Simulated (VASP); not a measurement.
Set up this calculation in VASP 6.6.1, as the native input.

```
Task                   : single point
Functional             : BLYP
Potentials or basis    : VASP PAW PBE potentials, release 64 (Ca_sv)
Cutoff                 : 520 eV
k mesh                 : 7 × 7 × 7
Occupations            : fermi-dirac, width 0.1 eV
Spin                   : no spin polarisation
Dipole correction      : no
Further INCAR settings : ALGO = Normal; EDIFF = 1e-06; NBANDS = 17
```

The structure of Ca lies in POSCAR:

```
Ca
1.0
    0.0000000000      4.5760977405      4.5760977405
    4.5760977405      0.0000000000      4.5760977405
    4.5760977405      4.5760977405      0.0000000000
Ca
2
Direct
    0.1250000000      0.1250000000      0.1250000000
    0.8750000000      0.8750000000      0.8750000000
```

This cell differs from its parent crystal: volume scaled by 1.04.

The input as run:

INCAR

```
PREC = Accurate ; ENCUT = 520
EDIFF = 1E-6 ; ISMEAR = -1
SIGMA = 0.1 ; LREAL = F
LASPH = T ; NELM = 80
ALGO = Normal ; ISIF = 2
LWAVE = F ; LCHARG = F
GGA = B5 ; ALDAX = 1.0
AGGAX = 1.0 ; AGGAC = 1.0
ALDAC = 0.0 ; NBANDS = 17
```

KPOINTS

```
regular mesh
0
Gamma
  7 7 7
```

Potentials or basis: VASP PAW PBE potentials, release 64 (Ca_sv).

Run with:

```bash
$ cat potpaw_PBE.64/Ca_sv/POTCAR > POTCAR
$ mpirun -np 1 vasp_std > vasp.out
```

It gave:

```json
{"Pressure": "-0.1 GPa", "Band gap on the k mesh": "zero (band 10 reaches 0.50 eV, above the bottom of band 11 at 0.11 eV)"}
```

Caveat: the PAW data sets were made with another functional, which shifts forces and pressure a little.

Wall time 61 s on 1 thread of Intel(R) Xeon(R) Platinum 8488C (Sapphire Rapids), on a shared host, peak memory 0.32 GiB.
